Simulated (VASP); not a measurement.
# AlGa3N4 (R3m) in VASP: further runs

AlGa3N4 is run at these levels: LDA; tasks: single point.

Everything below comes from runs of VASP 6.6.1. Logs are shortened: lines on timing, memory, paths and dates and some standing lists are left out, and cuts for length are marked.

## 1. The cell of the first run

Symmetry: R3m, No. 160, trigonal system. Conventional cell: a = 6.344 Å, b = 6.344 Å, c = 7.233 Å, α = 90.00°, β = 90.00°, γ = 120.00°. Within 2.4 Å of Al (site symmetry 3m) lie 4 N at 1.77 to 1.89 Å. Ga (site symmetry m) has 4 N at 1.82 to 1.94 Å within 2.4 Å. N (site symmetry m) has 3 Ga at 1.82 to 1.94 Å and 1 Al at 1.89 Å within 2.4 Å. N (site symmetry 3m) has 1 Al at 1.77 Å and 3 Ga at 1.94 Å within 2.4 Å.

## 2. Single point, LDA

INCAR

```
SYSTEM = AlGa3N4
PREC     = Accurate       ! precision mode
ENCUT    = 1330           ! plane-wave cutoff, eV
EDIFF    = 1E-6           ! SCF threshold, eV
ISMEAR   = 0              ! smearing method
SIGMA    = 0.05           ! smearing width, eV
LREAL    = .False.        ! projectors in reciprocal space
LASPH    = .True.         ! aspherical terms in the spheres
NELM     = 120            ! most SCF steps
ALGO     = Normal         ! electronic algorithm
ISIF     = 2              ! what is computed and relaxed
LWAVE    = .False.        ! write WAVECAR
LCHARG   = .False.        ! write CHGCAR
NBANDS   = 41             ! bands
GGA_COMPAT= .False.
```

KPOINTS

```
Automatic mesh
0
Gamma
  6 6 6
  0 0 0
```

POSCAR

```
AlGa3N4
1.0
    4.3824846439     -0.1033646631     -0.1033646631
   -0.1033646631      4.3824846439     -0.1033646631
   -0.1033646631     -0.1033646631      4.3824846439
Al Ga N
1 3 4
Direct
    0.0000000000      0.0000000000      0.0000000000
    0.5000000000      0.5000000000      0.0000000000
    0.5000000000      0.0000000000      0.5000000000
    0.0000000000      0.5000000000      0.5000000000
    0.7548078379      0.7548078379      0.2451921621
    0.7548078379      0.2451921621      0.7548078379
    0.2451921621      0.7548078379      0.7548078379
    0.2451921621      0.2451921621      0.2451921621
```

Potentials or basis: VASP PAW LDA potentials, release 64 (Al, Ga_d, N_h).

Launch:

```sh
> cat potpaw_LDA.64/Al/POTCAR potpaw_LDA.64/Ga_d/POTCAR potpaw_LDA.64/N_h/POTCAR > POTCAR
> mpirun -np 1 vasp_std > vasp.out
```

OUTCAR:

```text
SYSTEM = AlGa3N4
   PREC = Accurate
   ENCUT = 1330
   EDIFF = 1E-6
   ISMEAR = 0
   LREAL = .False.
   LASPH = .True.
   NELM = 120
   ISIF = 2

 ion  position               nearest neighbor table
   1  0.000  0.000  0.000-   8 1.77   6 1.89   7 1.89   5 1.89   3 3.03   4 3.03   2 3.03   4 3.03
                             3 3.03   2 3.03
   2  0.500  0.500  0.000-   5 1.82   8 1.94   7 1.94   6 1.94   1 3.03   1 3.03
   3  0.500  0.000  0.500-   6 1.82   8 1.94   7 1.94   5 1.94   1 3.03   1 3.03
   4  0.000  0.500  0.500-   7 1.82   8 1.94   6 1.94   5 1.94   1 3.03   1 3.03
   5  0.755  0.755  0.245-   2 1.82   1 1.89   3 1.94   4 1.94
   6  0.755  0.245  0.755-   3 1.82   1 1.89   4 1.94   2 1.94
   7  0.245  0.755  0.755-   4 1.82   1 1.89   3 1.94   2 1.94
   8  0.245  0.245  0.245-   1 1.77   2 1.94   3 1.94   4 1.94

  LATTYP: Found a trigonal (rhomboedric) cell.
 ALAT       =     4.3849219105
 COS(alpha) =    -0.0465636185

  Lattice vectors:

 A1 = (   4.3824846439,  -0.1033646631,  -0.1033646631)
 A2 = (  -0.1033646631,   4.3824846439,  -0.1033646631)
 A3 = (  -0.1033646631,  -0.1033646631,   4.3824846439)

Analysis of symmetry for initial positions (statically):
=====================================================================
 Subroutine PRICEL returns:
 Original cell was already a primitive cell.

 Routine SETGRP: Setting up the symmetry group for a
 trigonal (rhombohedral) supercell.

 Subroutine GETGRP returns: Found  6 space group operations
 (whereof  6 operations were pure point group operations)
 out of a pool of 12 trial point group operations.

The static configuration has the point symmetry C_3v.

Analysis of symmetry for dynamics (positions and initial velocities):
=====================================================================
 Subroutine PRICEL returns:
 Original cell was already a primitive cell.

 Routine SETGRP: Setting up the symmetry group for a
 trigonal (rhombohedral) supercell.

 Subroutine GETGRP returns: Found  6 space group operations
 (whereof  6 operations were pure point group operations)
 out of a pool of 12 trial point group operations.

The dynamic configuration has the point symmetry C_3v.

 Subroutine INISYM returns: Found  6 space group operations
 (whereof  6 operations are pure point group operations),
 and found     1 'primitive' translations

----------------------------------------------------------------------------------------

                                     Primitive cell

  volume of cell :      84.0281

  direct lattice vectors                    reciprocal lattice vectors
     4.382484644 -0.103364663 -0.103364663     0.228441362  0.005518136  0.005518136
    -0.103364663  4.382484644 -0.103364663     0.005518136  0.228441362  0.005518136
    -0.103364663 -0.103364663  4.382484644     0.005518136  0.005518136  0.228441362

  length of vectors
     4.384921910  4.384921910  4.384921910     0.228574617  0.228574617  0.228574617

  position of ions in fractional coordinates (direct lattice)
     0.000000000  0.000000000  0.000000000
     0.500000000  0.500000000  0.000000000
     0.500000000  0.000000000  0.500000000
     0.000000000  0.500000000  0.500000000
     0.754807838  0.754807838  0.245192162
     0.754807838  0.245192162  0.754807838
     0.245192162  0.754807838  0.754807838
     0.245192162  0.245192162  0.245192162

  ion indices of the primitive-cell ions
   primitive index   ion index
                 1           1
                 2           2
                 3           3
                 4           4
                 5           5
                 6           6
                 7           7
                 8           8

----------------------------------------------------------------------------------------

 KPOINTS: Automatic mesh

Automatic generation of k-mesh.
 Grid dimensions read from file:
 generate k-points for:    6    6    6

 Generating k-lattice:

  Cartesian coordinates                     Fractional coordinates (reciprocal lattice)
     0.038073560  0.000919689  0.000919689     0.166666667  0.000000000  0.000000000
     0.000919689  0.038073560  0.000919689     0.000000000  0.166666667  0.000000000
     0.000919689  0.000919689  0.038073560     0.000000000  0.000000000  0.166666667

  Length of vectors
     0.038095769  0.038095769  0.038095769

  Shift w.r.t. Gamma in fractional coordinates (k-lattice)
     0.000000000  0.000000000  0.000000000

 Subroutine IBZKPT returns following result:
 ===========================================

 Found     32 irreducible k-points:

 Following reciprocal coordinates:
            Coordinates               Weight
  0.000000  0.000000  0.000000      1.000000
  0.166667  0.000000  0.000000      6.000000
  0.333333 -0.000000  0.000000      6.000000
  0.500000 -0.000000 -0.000000      3.000000
  0.166667  0.166667  0.000000      6.000000
  0.333333  0.166667 -0.000000     12.000000
[... 16 lines left out ...]
  0.500000  0.500000  0.166667      6.000000
 -0.333333  0.500000  0.166667     12.000000
 [... further k-points ...]
   k-points           NKPTS =     32   k-points in BZ     NKDIM =     32   number of bands    NBANDS=     41
   number of dos      NEDOS =    301   number of ions     NIONS =      8
   total plane-waves  NPLWV = 157464
   dimension x,y,z NGX =    54 NGY =   54 NGZ =   54
   dimension x,y,z NGXF=   108 NGYF=  108 NGZF=  108
   ions per type =               1   3   4
   NGX,Y,Z   is equivalent  to a cutoff of  20.47, 20.47, 20.47 a.u.
   NGXF,Y,Z  is equivalent  to a cutoff of  40.95, 40.95, 40.95 a.u.
 SYSTEM =  AlGa3N4
   PREC   = accura    normal or accurate (medium, high low for compatibility)
   ISTART =      0    job   : 0-new  1-cont  2-samecut
   ICHARG =      2    charge: 1-file 2-atom 10-const
   ISPIN  =      1    spin polarized calculation?
   LNONCOLLINEAR =      F non collinear calculations
   LSORBIT =      F    spin-orbit coupling
   LASPH  =      T    aspherical Exc in radial PAW
   ENCUT  = 1330.0 eV  97.75 Ry    9.89 a.u.  13.04 13.04 13.04*2*pi/ulx,y,z
   NELM   =    120;   NELMIN=  2; NELMDL= -5     # of ELM steps
   EDIFF  = 0.1E-05   stopping-criterion for ELM
   LREAL  =      F    real-space projection
[... 7 lines left out ...]
   TEBEG  =    0.0;   TEEND  =   0.0 temperature during run
   PSTRESS=    0.0 pullay stress
   NELECT =      62.0000    total number of electrons
   NUPDOWN=      -1.0000    fix difference up-down
   EMIN   =  10.00;   EMAX   =-10.00  energy-range for DOS
   EFERMI =   0.00;   METHOD = LEGACY
   ISMEAR =     0;   SIGMA  =   0.05  broadening in eV -4-tet -1-fermi 0-gaus
   EFERMI_NEDOS =   21; number of points for ismear=-14 and -15
   IALGO  =     38    algorithm
   IMIX   =      4    mixing-type and parameters
     AMIX     =   0.40;   BMIX     =  1.00
     AMIX_MAG =   1.60;   BMIX_MAG =  1.00
  volume/ion in A,a.u.               =      10.50        70.88
  Fermi-wavevector in a.u.,A,eV,Ry     =   1.479326  2.795521 29.775068  2.188406
  Thomas-Fermi vector in A             =   2.593498
   LORBIT       =      0    0 simple, 1 ext, 2 COOP (PROOUT), +10 PAW based schemes
   GGA     = CA    functional components
   LHFCALC =     F    Hartree Fock is set to
   AEXX    =    0.0000 exact exchange contribution
   IVDW    =     0    specifies the selected vdW correction
   LEPSILON=     F    determine dielectric tensor
   LRPA    =     F    only Hartree local field effects (RPA)
 non-spin polarized calculation
 Gauss-broadening in eV      SIGMA  =   0.05
  energy-cutoff  :     1330.00
  volume of cell :       84.03
 maximum number of plane-waves:      9284
 NGX is ok and might be reduce to    54
   NGX = 27   NGY = 27   NGZ = 27

 number of electron      62.0000003 magnetization

 Free energy of the ion-electron system (eV)
  ---------------------------------------------------
  ext. energy  EPLUGINS =         0.00000000
  ---------------------------------------------------
  free energy    TOTEN  =       -57.69156770 eV

  energy without entropy =      -57.69156770  energy(sigma->0) =      -57.69156770

 E-fermi :   6.6350     XC(G=0): -12.2602

 val. band max:        6.3467676786   @ k =   0.0000   0.0000   0.0000
 cond. band min:       8.8498541993   @ k =   0.0000   0.0000   0.0000
 fundamental gap:      2.5030865208
 Fermi energy:         6.6350433309

 k-point     1 :       0.0000    0.0000    0.0000
  band No.  band energies     occupation
      1      -9.9026      2.00000
      2      -8.5288      2.00000
      3      -8.5288      2.00000
      4      -8.3653      2.00000
      5      -7.1573      2.00000
      6      -7.1272      2.00000
[... 33 lines left out ...]
     40      16.6620      0.00000
     41      18.5722      0.00000

 k-point     2 :       0.1667    0.0000    0.0000
  band No.  band energies     occupation
      1      -9.7788      2.00000
      2      -8.5576      2.00000
      3      -8.5311      2.00000
      4      -8.3772      2.00000
      5      -7.1482      2.00000
      6      -7.1203      2.00000
[... 33 lines left out ...]
     40      16.9387      0.00000
     41      18.3056      0.00000

 k-point     3 :       0.3333   -0.0000    0.0000
  band No.  band energies     occupation
      1      -9.4448      2.00000
      2      -8.6903      2.00000
      3      -8.5357      2.00000
      4      -8.3987      2.00000
      5      -7.1176      2.00000
      6      -7.0993      2.00000
[... 875 lines left out ...]
      2      -8.7431      2.00000
      3      -8.6845      2.00000
      4      -8.4939      2.00000
      5      -7.1229      2.00000
      6      -7.1063      2.00000
[... 33 lines left out ...]
     40      16.6249      0.00000
     41      16.7868      0.00000

 k-point    24 :      -0.3333    0.5000    0.1667
  band No.  band energies     occupation
      1      -8.9094      2.00000
      2      -8.7855      2.00000
      3      -8.6533      2.00000
      4      -8.4560      2.00000
      5      -7.1332      2.00000
      6      -7.1030      2.00000
[... 33 lines left out ...]
     40      16.4296      0.00000
     41      16.8097      0.00000

 [... further k-points ...]

------------------------ aborting loop because EDIFF is reached ----------------------------------------

  FORCE on cell =-STRESS in cart. coord.  units (eV):
  Direction    XX          YY          ZZ          XY          YZ          ZX
  --------------------------------------------------------------------------------------
  -------------------------------------------------------------------------------------
  Total        5.1174765      5.1174765      5.1174765      6.3418895      6.3418895      6.3418895
  in kB       97.5757804     97.5757804     97.5757804    120.9218679    120.9218679    120.9218679
  external PRESSURE =      97.5757804 kB  Pullay stress =       0.0000000 kB

 VOLUME and BASIS-vectors are now :
 -----------------------------------------------------------------------------
  energy-cutoff  :     1330.00
  volume of cell :       84.03
      direct lattice vectors                 reciprocal lattice vectors
     4.382484644 -0.103364663 -0.103364663     0.228441362  0.005518136  0.005518136
    -0.103364663  4.382484644 -0.103364663     0.005518136  0.228441362  0.005518136
    -0.103364663 -0.103364663  4.382484644     0.005518136  0.005518136  0.228441362

 POSITION                                       TOTAL-FORCE (eV/Angst)
 -----------------------------------------------------------------------------------
      0.00000      0.00000      0.00000        -0.704835     -0.704835     -0.704835
      2.13956      2.13956     -0.10336        -0.735337     -0.735337     -0.678142
      2.13956     -0.10336      2.13956        -0.735337     -0.678142     -0.735337
     -0.10336      2.13956      2.13956        -0.678142     -0.735337     -0.735337
      3.20457      3.20457      0.91851         0.744080      0.744080      0.631974
      3.20457      0.91851      3.20457         0.744080      0.631974      0.744080
      0.91851      3.20457      3.20457         0.631974      0.744080      0.744080
      1.02386      1.02386      1.02386         0.733517      0.733517      0.733517
 -----------------------------------------------------------------------------------
    total drift:                                0.000367      0.000367      0.000367

  FREE ENERGIE OF THE ION-ELECTRON SYSTEM (eV)
  ---------------------------------------------------
  free  energy   TOTEN  =       -57.6915676993 eV

  energy  without entropy=      -57.6915676993  energy(sigma->0) =      -57.69156770
```

It took 6.3 min on 1 thread of Intel Xeon Platinum 8488C (Sapphire Rapids), shared host; peak memory 0.55 GiB.

What came out:

* Free energy: -57.6916 eV
* Pressure: 9.8 GPa
* Largest force: 1.270 eV/Å
* Band gap on the k mesh: 2.50 eV

Forces on the atoms (eV/Å):
```
Al  -0.705 -0.705 -0.705
Ga  -0.735 -0.735 -0.678
Ga  -0.735 -0.678 -0.735
Ga  -0.678 -0.735 -0.735
N    0.744  0.744  0.632
N    0.744  0.632  0.744
N    0.632  0.744  0.744
N    0.734  0.734  0.734
```

Caveat: the cell stands under pressure; forces of over 1 eV/Å act on the atoms, so gaps and moduli don't describe the material at rest.

## 3. Single point, LDA

This run uses another cell than the first one, of 10.19 Å³/atom.

INCAR

```
PREC = Accurate ; ENCUT = 1330
EDIFF = 1E-6 ; ISMEAR = 0
SIGMA = 0.05 ; LREAL = F
LASPH = T ; NELM = 120
ALGO = Normal ; ISIF = 2
LWAVE = F ; LCHARG = T
GGA = CA ; LELF = T
LVHAR = T ; NBANDS = 41
GGA_COMPAT = F
```

KPOINTS

```
regular mesh
0
Gamma
  6 6 6
```

Changes to POSCAR since step 2:

```diff
@@ -2,5 +2,5 @@
 1.0
-    4.3824846439     -0.1033646631     -0.1033646631
-   -0.1033646631      4.3824846439     -0.1033646631
-   -0.1033646631     -0.1033646631      4.3824846439
+    4.3382171223     -0.1033646631     -0.1033646631
+   -0.1033646631      4.3382171223     -0.1033646631
+   -0.1033646631     -0.1033646631      4.3382171223
 Al Ga N
```

Potentials or basis: VASP PAW LDA potentials, release 64 (Al, Ga_d, N_h).

Launch:

```sh
> cat potpaw_LDA.64/Al/POTCAR potpaw_LDA.64/Ga_d/POTCAR potpaw_LDA.64/N_h/POTCAR > POTCAR
> mpirun -np 1 vasp_std > vasp.out
```

Wall time 9 min (1 thread of Intel Xeon Platinum 8259CL at 2.50GHz (Skylake/Cascade Lake), shared host); peak memory 0.54 GiB.

It converged, with:

```yaml
Free_energy: -57.4661 eV
Pressure: 17.6 GPa
Largest_force: 1.454 eV/Å
Band_gap_on_the_k_mesh: 2.70 eV
```

Forces in eV/Å, atoms in the order of the input:
```
Al  -0.814 -0.814 -0.814
Ga  -0.852 -0.852 -0.792
Ga  -0.852 -0.792 -0.852
Ga  -0.792 -0.852 -0.852
N    0.868  0.868  0.735
N    0.868  0.735  0.868
N    0.735  0.868  0.868
N    0.840  0.840  0.840
```

Stress tensor (GPa, compression positive):
```
17.60 13.39 13.39
13.39 17.60 13.39
13.39 13.39 17.60
```

Levels at points of the mesh, in eV from the valence-band top:
```tsv
k point	band 27	band 28	band 29	band 30	band 31	band 32	band 33	band 34	band 35	band 36
(0.00, 0.00, 0.00)	-2.57	-2.55	-0.28	-0.28	0.00	2.70	3.13	3.16	3.16	6.86
(0.50, 0.00, 0.00)	-3.02	-2.09	-1.75	-1.59	-1.24	4.96	5.03	6.05	6.09	8.16
(0.50, 0.50, 0.00)	-3.36	-1.35	-1.32	-1.06	-0.81	6.80	6.94	7.28	7.44	7.49
(0.50, 0.50, 0.50)	-1.05	-1.05	-0.83	-0.80	-0.80	4.90	5.57	5.57	6.69	9.05
```

Caveat: the cell stands under pressure; forces of over 1 eV/Å act on the atoms, so gaps and moduli don't describe the material at rest.

[end of part 1 of 2]
